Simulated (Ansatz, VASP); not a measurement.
# NaLiC3: VASP beside Ansatz

```xyz
10
Lattice="1.7708 0.0000 -3.4902 0.0000 -6.5287 0.0000 -6.1272 0.0000 -3.0640" Properties=species:S:1:pos:R:3 pbc="T T T"
Na   -4.1527   -2.9134   -3.1706
Na   -0.2037   -2.9134   -3.3837
Li   -3.2673   -6.3156   -4.9157
Li   -1.0891   -6.3156   -1.6386
C     0.8854   -5.0445   -1.7451
C    -3.0636   -5.0445   -1.5320
C    -2.4964   -5.0079   -2.7081
C     1.4526   -5.0079   -2.9212
C    -5.8090   -5.0079   -3.6330
C    -1.8600   -5.0079   -3.8461
```

Alike in both runs: task single point; functional PBE; k mesh 6 × 4 × 4; occupations gaussian, width 0.2 eV; no spin polarisation.

```csv
,VASP,Ansatz
version,VASP 6.6.1,Ansatz 0.2.0
potentials or method,"VASP PAW PBE potentials, release 64 (Na_pv, Li_sv, C), cutoff 520 eV","scalar-relativistic, plane waves, PAW"
valence electrons in the cell,44,48
```

```csv
,VASP,Ansatz,Ansatz less VASP
gap on the k mesh at the Fermi level (eV),none,none,-
rms of the force components (eV/Å),0.043,0.044,+0.0003
```

Atom by atom the forces differ by 0.002 eV/Å (rms over components). A gap of «none» marks a metal or a gap that the smearing closes. VASP's potentials hold 44 valence electrons a cell and Ansatz's 48, so a difference there can come from the potentials and not from the codes.

Noted on VASP's run: the cutoff is short for stress, so the pressure is rough.
